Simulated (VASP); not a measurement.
# Hf (P6_3/mmc) in VASP: a series of runs

Hf is run at these levels: revPBE+D4, PBE+D3(BJ), PBEsol+D3(BJ); tasks: single point, relaxation of cell and atoms.

All numbers are computed with VASP 6.6.1; they aren't measurements. Logs are shortened: lines on timing, memory, paths and dates and some standing lists are left out, and cuts for length are marked.

## (1) The cell of the first run

It takes space group P6_3/mmc (No. 194, hexagonal). Conventional cell: a = 3.207 Å, b = 3.207 Å, c = 5.061 Å, α = 90.00°, β = 90.00°, γ = 120.00°. Hf (site symmetry -6m2) has 12 Hf at 3.14 to 3.21 Å within 4.1 Å.

## (2) Single point, revPBE+D4

INCAR reads:

```
PREC     = Accurate       # precision mode
ENCUT    = 520            # plane-wave cutoff, eV
EDIFF    = 1E-6           # SCF threshold, eV
ISMEAR   = -1             # smearing method
SIGMA    = 0.05           # smearing width, eV
LREAL    = False          # projectors in reciprocal space
LASPH    = True           # aspherical terms in the spheres
NELM     = 60             # most SCF steps
ALGO     = Normal         # electronic algorithm
ISIF     = 2              # what is computed and relaxed
LWAVE    = False          # write WAVECAR
LCHARG   = False          # write CHGCAR
GGA      = RE             # functional
IVDW     = 13             # dispersion correction
NBANDS   = 17             # bands
```

KPOINTS reads:

```
Automatic mesh
0
Gamma
  10 10 5
```

POSCAR reads:

```
Hf
1.0
    3.2069936507      0.0000000000      0.0000000000
   -1.6034968254      2.7773379713      0.0000000000
    0.0000000000      0.0000000000      5.0608714661
Hf
2
Direct
    0.6666666667      0.3333333333      0.7500000000
    0.3333333333      0.6666666667      0.2500000000
```

Potentials or basis: VASP PAW PBE potentials, release 64 (Hf_pv).

Launch:

```
$ cat potpaw_PBE.64/Hf_pv/POTCAR > POTCAR
$ mpirun -np 1 vasp_std > vasp.out
```

OUTCAR:

```text
PREC = Accurate
   ENCUT = 520
   EDIFF = 1E-6
   ISMEAR = -1
   LREAL = False
   LASPH = True
   NELM = 60
   ISIF = 2
   GGA = RE
   IVDW = 13

 ion  position               nearest neighbor table
   1  0.667  0.333  0.750-   2 3.14   2 3.14   2 3.14   2 3.14   2 3.14   2 3.14
   2  0.333  0.667  0.250-   1 3.14   1 3.14   1 3.14   1 3.14   1 3.14   1 3.14

  LATTYP: Found a hexagonal cell.
 ALAT       =     3.2069936507
 C/A-ratio  =     1.5780734287

  Lattice vectors:

 A1 = (   3.2069936507,   0.0000000000,   0.0000000000)
 A2 = (  -1.6034968254,   2.7773379713,   0.0000000000)
 A3 = (   0.0000000000,   0.0000000000,   5.0608714661)

Analysis of symmetry for initial positions (statically):
=====================================================================
 Subroutine PRICEL returns:
 Original cell was already a primitive cell.

 Routine SETGRP: Setting up the symmetry group for a
 hexagonal supercell.

 Subroutine GETGRP returns: Found 24 space group operations
 (whereof 12 operations were pure point group operations)
 out of a pool of 24 trial point group operations.

The static configuration has the point symmetry D_3d.
 The point group associated with its full space group is D_6h.

Analysis of symmetry for dynamics (positions and initial velocities):
=====================================================================
 Subroutine PRICEL returns:
 Original cell was already a primitive cell.

 Routine SETGRP: Setting up the symmetry group for a
 hexagonal supercell.

 Subroutine GETGRP returns: Found 24 space group operations
 (whereof 12 operations were pure point group operations)
 out of a pool of 24 trial point group operations.

The dynamic configuration has the point symmetry D_3d.
 The point group associated with its full space group is D_6h.

 Subroutine INISYM returns: Found 24 space group operations
 (whereof 12 operations are pure point group operations),
 and found     1 'primitive' translations

----------------------------------------------------------------------------------------

                                     Primitive cell

  volume of cell :      45.0767

  direct lattice vectors                    reciprocal lattice vectors
     3.206993651  0.000000000  0.000000000     0.311818516  0.180028504  0.000000000
    -1.603496825  2.777337971  0.000000000     0.000000000  0.360057008  0.000000000
     0.000000000  0.000000000  5.060871466     0.000000000  0.000000000  0.197594428

  length of vectors
     3.206993651  3.206993651  5.060871466     0.360057008  0.360057008  0.197594428

  position of ions in fractional coordinates (direct lattice)
     0.666666667  0.333333333  0.750000000
     0.333333333  0.666666667  0.250000000

  ion indices of the primitive-cell ions
   primitive index   ion index
                 1           1
                 2           2

----------------------------------------------------------------------------------------

 KPOINTS: Automatic mesh

Automatic generation of k-mesh.
 Grid dimensions read from file:
 generate k-points for:   10   10    5

 Generating k-lattice:

  Cartesian coordinates                     Fractional coordinates (reciprocal lattice)
     0.031181852  0.018002850  0.000000000     0.100000000 -0.000000000  0.000000000
     0.000000000  0.036005701  0.000000000     0.000000000  0.100000000  0.000000000
     0.000000000  0.000000000  0.039518886     0.000000000  0.000000000  0.200000000

  Length of vectors
     0.036005701  0.036005701  0.039518886

  Shift w.r.t. Gamma in fractional coordinates (k-lattice)
     0.000000000  0.000000000  0.000000000

 Subroutine IBZKPT returns following result:
 ===========================================

 Found     42 irreducible k-points:

 Following reciprocal coordinates:
            Coordinates               Weight
  0.000000  0.000000  0.000000      1.000000
  0.100000  0.000000  0.000000      6.000000
  0.200000  0.000000  0.000000      6.000000
  0.300000  0.000000  0.000000      6.000000
  0.400000  0.000000  0.000000      6.000000
  0.500000  0.000000  0.000000      3.000000
[... 16 lines left out ...]
  0.300000  0.100000  0.200000     24.000000
  0.400000  0.100000  0.200000     24.000000
 [... further k-points ...]
   k-points           NKPTS =     42   k-points in BZ     NKDIM =     42   number of bands    NBANDS=     17
   number of dos      NEDOS =    301   number of ions     NIONS =      2
   total plane-waves  NPLWV =  23040
   dimension x,y,z NGX =    24 NGY =   24 NGZ =   40
   dimension x,y,z NGXF=    48 NGYF=   48 NGZF=   80
   ions per type =               2
   NGX,Y,Z   is equivalent  to a cutoff of  12.44, 12.44, 13.14 a.u.
   NGXF,Y,Z  is equivalent  to a cutoff of  24.88, 24.88, 26.28 a.u.
 SYSTEM =  unknown system
   PREC   = accura    normal or accurate (medium, high low for compatibility)
   ISTART =      0    job   : 0-new  1-cont  2-samecut
   ICHARG =      2    charge: 1-file 2-atom 10-const
   ISPIN  =      1    spin polarized calculation?
   LNONCOLLINEAR =      F non collinear calculations
   LSORBIT =      F    spin-orbit coupling
   LASPH  =      T    aspherical Exc in radial PAW
   ENCUT  =  520.0 eV  38.22 Ry    6.18 a.u.   5.96  5.96  9.41*2*pi/ulx,y,z
   NELM   =     60;   NELMIN=  2; NELMDL= -5     # of ELM steps
   EDIFF  = 0.1E-05   stopping-criterion for ELM
   LREAL  =      F    real-space projection
   EDIFFG = 0.1E-04   stopping-criterion for IOM
   NSW    =      0    number of steps for IOM
   IBRION =     -1    ionic relax: 0-MD 1-quasi-New 2-CG
   NFREE  =      0    steps in history (QN), initial steepest desc. (CG)
   ISIF   =      2    stress and relaxation
   ISYM   =      2    0-nonsym 1-usesym 2-fastsym
   POTIM  = 0.5000    time-step for ionic-motion
   TEBEG  =    0.0;   TEEND  =   0.0 temperature during run
   PSTRESS=    0.0 pullay stress
   NELECT =      20.0000    total number of electrons
   NUPDOWN=      -1.0000    fix difference up-down
   EMIN   =  10.00;   EMAX   =-10.00  energy-range for DOS
   EFERMI =   0.00;   METHOD = LEGACY
   ISMEAR =    -1;   SIGMA  =   0.05  broadening in eV -4-tet -1-fermi 0-gaus
   EFERMI_NEDOS =   21; number of points for ismear=-14 and -15
   IALGO  =     38    algorithm
   IMIX   =      4    mixing-type and parameters
     AMIX     =   0.40;   BMIX     =  1.00
     AMIX_MAG =   1.60;   BMIX_MAG =  1.00
  volume/ion in A,a.u.               =      22.54       152.10
  Fermi-wavevector in a.u.,A,eV,Ry     =   1.248631  2.359570 21.212563  1.559079
  Thomas-Fermi vector in A             =   2.382709
   LORBIT       =      0    0 simple, 1 ext, 2 COOP (PROOUT), +10 PAW based schemes
   GGA     = RE    functional components
   LHFCALC =     F    Hartree Fock is set to
   AEXX    =    0.0000 exact exchange contribution
   IVDW    =    13    specifies the selected vdW correction
   LEPSILON=     F    determine dielectric tensor
   LRPA    =     F    only Hartree local field effects (RPA)
 non-spin polarized calculation
  energy-cutoff  :      520.00
  volume of cell :       45.08
 maximum number of plane-waves:      1229
 NGX is ok and might be reduce to    24
   NGX = 11   NGY = 11   NGZ = 19

 number of electron      20.0000005 magnetization

 Free energy of the ion-electron system (eV)
  ---------------------------------------------------
  ext. energy  EPLUGINS =         0.00000000
  ---------------------------------------------------
  free energy    TOTEN  =       -19.17575233 eV

  energy without entropy =      -19.16449199  energy(sigma->0) =      -19.17012216

 E-fermi :   4.9368     XC(G=0): -11.2030

 val. band max:        4.9367346054   @ k =   0.1000   0.1000   0.4000
 cond. band min:       4.9517311191   @ k =   0.1000   0.1000   0.2000
 fundamental gap:      0.0149965137
 Fermi energy:         4.9367543250

 k-point     1 :       0.0000    0.0000    0.0000
  band No.  band energies     occupation
      1     -26.1663      2.00000
      2     -25.4416      2.00000
      3     -25.4416      2.00000
      4     -25.3204      2.00000
      5     -25.3157      2.00000
      6     -25.3157      2.00000
[... 9 lines left out ...]
     16       7.5672      0.00000
     17      10.2512      0.00000

 k-point     2 :       0.1000    0.0000    0.0000
  band No.  band energies     occupation
      1     -26.1413      2.00000
      2     -25.4938      2.00000
      3     -25.4592      2.00000
      4     -25.3707      2.00000
      5     -25.3322      2.00000
      6     -25.3227      2.00000
[... 9 lines left out ...]
     16       7.2955      0.00000
     17      10.4700      0.00000

 k-point     3 :       0.2000    0.0000    0.0000
  band No.  band energies     occupation
      1     -26.0712      2.00000
      2     -25.6308      2.00000
      3     -25.5099      2.00000
      4     -25.5033      2.00000
      5     -25.3675      2.00000
      6     -25.3427      2.00000
[... 9 lines left out ...]
     16       7.9862      0.00000
     17      10.8698      0.00000

 k-point     4 :       0.3000    0.0000    0.0000
  band No.  band energies     occupation
      1     -25.9704      2.00000
      2     -25.8002      2.00000
      3     -25.6728      2.00000
      4     -25.5552      2.00000
      5     -25.4252      2.00000
      6     -25.3695      2.00000
[... 9 lines left out ...]
     16       9.1361      0.00000
     17      11.1775      0.00000

 k-point     5 :       0.4000    0.0000    0.0000
  band No.  band energies     occupation
      1     -25.9365      2.00000
      2     -25.8649      2.00000
      3     -25.7984      2.00000
      4     -25.5956      2.00000
      5     -25.4954      2.00000
      6     -25.3921      2.00000
[... 9 lines left out ...]
     16      10.4112      0.00000
     17      11.3386      0.00000

 k-point     6 :       0.5000    0.0000    0.0000
  band No.  band energies     occupation
      1     -25.9883      2.00000
      2     -25.8452      2.00000
      3     -25.8104      2.00000
      4     -25.6108      2.00000
      5     -25.5365      2.00000
      6     -25.4010      2.00000
[... 9 lines left out ...]
     16      11.3853      0.00000
     17      11.8468      0.00000

 k-point     7 :       0.1000    0.1000    0.0000
  band No.  band energies     occupation
      1     -26.0937      2.00000
      2     -25.5751      2.00000
      3     -25.5242      2.00000
      4     -25.4378      2.00000
      5     -25.3558      2.00000
      6     -25.3454      2.00000
[... 9 lines left out ...]
     16       7.8397      0.00000
     17      10.6861      0.00000

 k-point     8 :       0.2000    0.1000    0.0000
  band No.  band energies     occupation
      1     -26.0077      2.00000
      2     -25.7153      2.00000
      3     -25.6456      2.00000
      4     -25.5160      2.00000
      5     -25.4027      2.00000
      6     -25.3810      2.00000
[... 9 lines left out ...]
     16       8.9385      0.00000
     17      10.9327      0.00000
[... 203 lines left out ...]
      1     -26.0144      2.00000
      2     -25.8730      2.00000
      3     -25.7297      2.00000
      4     -25.5766      2.00000
      5     -25.4752      2.00000
      6     -25.4119      2.00000
[... 9 lines left out ...]
     16      10.1643      0.00000
     17      11.1115      0.00000

 k-point    20 :       0.5000    0.0000    0.2000
  band No.  band energies     occupation
      1     -26.0468      2.00000
      2     -25.9154      2.00000
      3     -25.7099      2.00000
      4     -25.5911      2.00000
      5     -25.5037      2.00000
      6     -25.4214      2.00000
[... 9 lines left out ...]
     16      11.2532      0.00000
     17      11.5568      0.00000

 k-point    21 :       0.1000    0.1000    0.2000
  band No.  band energies     occupation
      1     -26.0385      2.00000
      2     -25.5524      2.00000
      3     -25.5493      2.00000
      4     -25.4720      2.00000
      5     -25.3664      2.00000
      6     -25.3599      2.00000
[... 9 lines left out ...]
     16       8.2115      0.00000
     17      10.6247      0.00000

 k-point    22 :       0.2000    0.1000    0.2000
  band No.  band energies     occupation
      1     -25.9897      2.00000
      2     -25.7031      2.00000
      3     -25.6513      2.00000
      4     -25.5294      2.00000
      5     -25.4078      2.00000
      6     -25.3896      2.00000
[... 9 lines left out ...]
     16       8.9449      0.00000
     17      10.7396      0.00000

 k-point    23 :       0.3000    0.1000    0.2000
  band No.  band energies     occupation
      1     -25.9778      2.00000
      2     -25.8324      2.00000
      3     -25.7195      2.00000
      4     -25.5843      2.00000
      5     -25.4613      2.00000
      6     -25.4201      2.00000
[... 9 lines left out ...]
     16       9.8309      0.00000
     17      11.0357      0.00000

 k-point    24 :       0.4000    0.1000    0.2000
  band No.  band energies     occupation
      1     -26.0200      2.00000
      2     -25.8950      2.00000
      3     -25.7201      2.00000
      4     -25.6040      2.00000
      5     -25.5118      2.00000
      6     -25.4415      2.00000
[... 9 lines left out ...]
     16      10.8409      0.00000
     17      11.6382      0.00000

 [... further k-points ...]

------------------------ aborting loop because EDIFF is reached ----------------------------------------

  DFT-D4 for vdW energy calculation

  Edisp (eV):   -0.53073

  FORCE on cell =-STRESS in cart. coord.  units (eV):
  Direction    XX          YY          ZZ          XY          YZ          ZX
  --------------------------------------------------------------------------------------
  -------------------------------------------------------------------------------------
  Total      -0.12604    -0.12604    -0.16023     0.00000     0.00000     0.00000
  in kB      -4.47982    -4.47982    -5.69497     0.00000     0.00000     0.00000
  external pressure =       -4.88 kB  Pullay stress =        0.00 kB

 VOLUME and BASIS-vectors are now :
 -----------------------------------------------------------------------------
  energy-cutoff  :      520.00
  volume of cell :       45.08
      direct lattice vectors                 reciprocal lattice vectors
     3.206993651  0.000000000  0.000000000     0.311818516  0.180028504  0.000000000
    -1.603496825  2.777337971  0.000000000     0.000000000  0.360057008  0.000000000
     0.000000000  0.000000000  5.060871466     0.000000000  0.000000000  0.197594428

 POSITION                                       TOTAL-FORCE (eV/Angst)
 -----------------------------------------------------------------------------------
      1.60350      0.92578      3.79565        -0.000000      0.000000      0.000000
     -0.00000      1.85156      1.26522         0.000000     -0.000000      0.000000
 -----------------------------------------------------------------------------------
    total drift:                               -0.000000      0.000000     -0.000000

  FREE ENERGIE OF THE ION-ELECTRON SYSTEM (eV)
  ---------------------------------------------------
  free  energy   TOTEN  =       -19.7064789278 eV

  energy  without entropy=      -19.6952185939  energy(sigma->0) =      -19.70084876
```

Run time: 12 s. Hardware: 1 thread of Intel Xeon 6975P-C (Granite Rapids), shared host; peak memory 0.17 GiB.

Results:

```yaml
Free_energy: -19.7065 eV
Pressure: -0.5 GPa
Band_gap_on_the_k_mesh: zero (band 10 reaches 6.13 eV, above the bottom of band 11 at 4.63 eV)
Dispersion_energy_per_atom: -0.265 eV
```

Levels at points of the mesh, in eV from the Fermi level:
| k point | band 7 | band 8 | band 9 | band 10 | band 11 | band 12 | band 13 | band 14 |
| --- | --- | --- | --- | --- | --- | --- | --- | --- |
| (0.00, 0.00, 0.00) | -7.35 | -3.67 | 0.61 | 1.20 | 1.20 | 1.50 | 2.02 | 2.02 |
| (0.50, 0.00, 0.00) | -3.33 | -2.71 | -2.19 | -0.84 | 0.80 | 0.88 | 1.70 | 5.85 |

Caveat: the PAW data sets were made with another functional, which shifts forces and pressure a little; spin-orbit coupling is left out, which moves the levels of the heavy elements; pairwise dispersion overbinds metals, which lowers pressure and volume.

[end of part 1 of 2]
